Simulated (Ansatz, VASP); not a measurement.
## Two plane-wave programs on Rh

```xyz
2
Lattice="2.7425 0.0000 0.0000 -1.3713 2.3751 0.0000 0.0000 0.0000 4.4156" Properties=species:S:1:pos:R:3 pbc="T T T"
Rh    1.3713    0.7917    3.3117
Rh    0.0000    1.5834    1.1039
```

Change from the starting cell: equal strain along all axes, cell held, atoms relaxed: +2.0 %.

Alike in both runs: task single point; functional PBEsol; k mesh 24 × 24 × 12; occupations gaussian, width 0.1 eV; no spin polarisation.

|  | VASP | Ansatz |
| --- | --- | --- |
| version | VASP 6.6.1 | Ansatz 0.2.0 |
| potentials or method | VASP PAW PBE potentials, release 64 (Rh_pv), cutoff 520 eV | scalar-relativistic, plane waves, PAW |
| valence electrons in the cell | 30 | 34 |

|  | VASP | Ansatz | Ansatz less VASP |
| --- | --- | --- | --- |
| gap on the k mesh at the Fermi level (eV) | none | none | - |
| pressure (GPa) | -14.9 | -14.9 | -0.06 |
| traceless stress, the component that is largest in VASP (GPa) | 0.12 | 0.12 | -0.006 |

VASP's potentials were made for PBE, not for PBEsol. A gap of «none» marks a metal or a gap that the smearing closes. VASP's potentials hold 30 valence electrons a cell and Ansatz's 34, so a difference there can come from the potentials and not from the codes.
